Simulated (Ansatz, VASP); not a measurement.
**HgTe: VASP beside Ansatz**

File POSCAR:

```
HgTe
1.0
    0.0000000000      3.1800000000      3.1800000000
    3.1800000000      0.0000000000      3.1800000000
    3.1800000000      3.1800000000      0.0000000000
Hg Te
1 1
Direct
    0.0000000000      0.0000000000      0.0000000000
    0.5000000000      0.5000000000      0.5000000000
```

File INCAR.step1:

```
SYSTEM = HgTe
PREC     = Accurate       ! precision mode
ENCUT    = 520            ! plane-wave cutoff, eV
EDIFF    = 1E-5           ! SCF threshold, eV
ISMEAR   = -1             ! smearing method
SIGMA    = 0.05           ! smearing width, eV
LREAL    = .False.        ! projectors in reciprocal space
LASPH    = .True.         ! aspherical terms in the spheres
NELM     = 80             ! most SCF steps
ALGO     = Normal         ! electronic algorithm
ISIF     = 2              ! what is computed and relaxed
LWAVE    = .True.         ! write WAVECAR
GGA      = PE             ! functional
NBANDS   = 16             ! bands
```

INCAR.step2

```
SYSTEM = HgTe
PREC     = Accurate       ! precision mode
ENCUT    = 520            ! plane-wave cutoff, eV
EDIFF    = 1E-7           ! SCF threshold, eV
ISMEAR   = -1             ! smearing method
SIGMA    = 0.05           ! smearing width, eV
LREAL    = .False.        ! projectors in reciprocal space
LASPH    = .True.         ! aspherical terms in the spheres
NELM     = 80             ! most SCF steps
ALGO     = Normal         ! electronic algorithm
ISIF     = 2              ! what is computed and relaxed
LWAVE    = .False.        ! write WAVECAR
LCHARG   = .True.         ! write CHGCAR
GGA      = PE             ! functional
LHFCALC  = .True.         ! exact exchange
AEXX     = 0.25           ! exact-exchange fraction
HFSCREEN = 0.3            ! screening, 1/A
PRECFOCK = Normal       
LELF     = .True.         ! ELF
LVHAR    = .True.       
ISTART   = 1            
NBANDS   = 16             ! bands
```

File KPOINTS:

```
regular mesh
0
Gamma
  4 4 4
  0 0 0
```

Contents of input:

```
crystal:
  lattice:
    - [0.0, 3.18, 3.18]
    - [3.18, 0.0, 3.18]
    - [3.18, 3.18, 0.0]
  atoms:
    - { symbol: Hg, position: [0.0, 0.0, 0.0] }
    - { symbol: Te, position: [0.5, 0.5, 0.5] }
hamiltonian:
  xc: { exchange: pbe, correlation: pbe, exx: { coeff: 0.25, omega: 0.3 } }
  pseudopotentials: { kind: paw }
kpoints:
  mp_grid: { grid: [4, 4, 4] }
  band_path:
    path:
      - [[0.0, 0.0, 0.0], [0.5, 0.0, 0.5], [0.5, 0.25, 0.75], [0.375, 0.375, 0.75], [0.0, 0.0, 0.0], [0.5, 0.5, 0.5], [0.625, 0.25, 0.625], [0.5, 0.25, 0.75], [0.5, 0.5, 0.5], [0.375, 0.375, 0.75]]
      - [[0.625, 0.25, 0.625], [0.5, 0.0, 0.5]]
    npoints: 4
scf:
  occupations: { method: fermi_dirac, width: 0.05 }
  n_extra_bands: 6
output:
  forces: true
  stress: true
  eigenvalues: true
  fatbands: false
```

Alike in both runs: functional PBE-based screened hybrid; k mesh 4 × 4 × 4; occupations fermi-dirac, width 0.05 eV; no spin polarisation.

|  | VASP | Ansatz |
| --- | --- | --- |
| version | VASP 6.6.1 | Ansatz 0.2.0 |
| potentials or method | VASP PAW PBE potentials, release 64 (Hg, Te) | Ansatz PAW |
| plane-wave cutoff (eV) | 520 | 420 |
| valence electrons in the cell | 18 | 36 |
| task | single point | band structure |

```csv
,VASP,Ansatz,Ansatz less VASP
gap on the k mesh at the Fermi level (eV),none,none,-
pressure (GPa),-4.1,-4.1,+0.07
```

VASP's potentials were made for PBE, not for PBE-based screened hybrid. A gap of «none» marks a metal or a gap that the smearing closes. The functional is the same, so the differences come from potentials, cutoffs and numerics. VASP's potentials hold 18 valence electrons a cell and Ansatz's 36, so a difference there can come from the potentials and not from the codes.

The k mesh is coarse, so the values compare programs but aren't converged. Neither program's run includes spin-orbit coupling.
